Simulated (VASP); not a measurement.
W, 1 atom in the cell. The structure is tetragonal, space group I4/mmm (No. 139). Conventional cell: a = 2.926 Å, b = 2.926 Å, c = 3.831 Å, α = 90.00°, β = 90.00°, γ = 90.00°. Within 3.9 Å of W (site symmetry 4/mmm) lie 14 W at 2.82 to 3.83 Å. 

| Quantity | Value |
| --- | --- |
| Program | VASP 6.6.1 |
| Task | single point |
| Functional | PBEsol |
| Potentials or basis | VASP PAW PBE potentials, release 64 (W_sv) |
| Cutoff | 500 eV |
| k mesh | 22 × 22 × 22 |
| Occupations | gaussian, width 0.15 eV |
| Spin | no spin polarisation |
| Dipole correction | no |
| Further INCAR settings | ALGO = Normal; EDIFF = 1e-06; NBANDS = 13 |

Potentials or basis: VASP PAW PBE potentials, release 64 (W_sv).

Command:

```bash
$ cat potpaw_PBE.64/W_sv/POTCAR > POTCAR
$ mpirun -np 1 vasp_std > vasp.out
```

Hardware: 1 thread of Intel(R) Xeon(R) Platinum 8259CL CPU @ 2.50GHz (Skylake/Cascade Lake), on a shared host.

How long does it take, and how much memory?

It took 2.3 min on 1 thread of Intel(R) Xeon(R) Platinum 8259CL CPU @ 2.50GHz (Skylake/Cascade Lake), with other jobs on the host, peak memory 0.27 GiB. Counts: scf iterations 11, k points 834.
